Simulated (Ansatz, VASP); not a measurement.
**Two plane-wave programs on Ge**

```xyz
2
Lattice="0.0000 2.8148 2.8148 2.8148 0.0000 2.8148 2.8148 2.8148 0.0000" Properties=species:S:1:pos:R:3 pbc="T T T"
Ge    2.8148    2.8148    2.8148
Ge    4.2222    4.2222    4.2222
```

Alike in both runs: task single point; functional LDA; k mesh 10 × 10 × 10; occupations gaussian, width 0.01 eV; no spin polarisation.

|  | VASP | Ansatz |
| --- | --- | --- |
| version | VASP 6.6.1 | Ansatz 0.2.0 |
| potentials or method | VASP PAW LDA potentials, release 64 (Ge_d), cutoff 520 eV | plane waves (420 eV) with PAW, scalar-relativistic |
| valence electrons in the cell | 28 | 28 |

Ansatz gave:

| Quantity | Value |
| --- | --- |
| pressure (GPa) | -0.3 |

Question: Estimate VASP's values.

Answer: Pressure (GPa): -0.1.

Ansatz warns that its potentials were made for another functional, while VASP's fit it. LDA's correlation is that of Perdew and Zunger in VASP and of Perdew and Wang (1992) in Ansatz.
